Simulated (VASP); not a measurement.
A run of VASP 6.6.1 is set up as follows.

The input INCAR:

```
SYSTEM = ZnSn2N2
ALGO = Normal ; EDIFF = 1E-6
ENCUT = 520 ; GGA = PE
ISIF = 2 ; ISMEAR = 0
LASPH = .TRUE. ; LCHARG = .TRUE.
LELF = .TRUE. ; LREAL = .FALSE.
LVHAR = .TRUE. ; LWAVE = .FALSE.
NBANDS = 61 ; NELM = 100
PREC = Accurate ; SIGMA = 0.15
```

The input KPOINTS:

```
k-points
0
G
  2 2 2
  0 0 0
```

POSCAR

```
ZnSn2N2
1.0
    6.6176388487      0.0000000000      0.0000000000
    0.0000000000      6.6176388487      0.0000000000
    0.0000000000      0.0000000000      5.4319969516
Zn Sn N
2 4 4
Direct
    0.0000000000      0.5000000000      0.0000000000
    0.5000000000      0.0000000000      0.5000000000
    0.7518043252      0.0000000000      0.0000000000
    0.2481956748      0.0000000000      0.0000000000
    0.0000000000      0.7518043252      0.5000000000
    0.0000000000      0.2481956748      0.5000000000
    0.7810112212      0.0000000000      0.5000000000
    0.2189887788      0.0000000000      0.5000000000
    0.0000000000      0.7810112212      0.0000000000
    0.0000000000      0.2189887788      0.0000000000
```

Potentials or basis: VASP PAW PBE potentials, release 64 (Zn, Sn_d, N).

Launch:

```bash
$ cat potpaw_PBE.64/Zn/POTCAR potpaw_PBE.64/Sn_d/POTCAR potpaw_PBE.64/N/POTCAR > POTCAR
$ mpirun -np 1 vasp_std > vasp.out
```

Problem. Estimate the pressure.

Solution. 0.6 GPa.

Problem. Estimate the largest force.

Solution. 0.049 eV/Å.

Problem. Estimate the band gap on the k mesh.

Solution. Zero (band 50 reaches 4.22 eV, above the bottom of band 51 at 3.84 eV).

Forces in eV/Å, atoms in the order of the input:
```
Zn   0.000  0.000  0.000
Zn   0.000  0.000  0.000
Sn   0.049  0.000  0.000
Sn  -0.049  0.000  0.000
Sn   0.000  0.049  0.000
Sn   0.000 -0.049  0.000
N    0.046  0.000  0.000
N   -0.046  0.000  0.000
N    0.000  0.046  0.000
N    0.000 -0.046  0.000
```

Caveat: the k points lie up to 0.58 Å⁻¹ apart; spin-orbit coupling is left out, which moves the levels of the heavy elements.
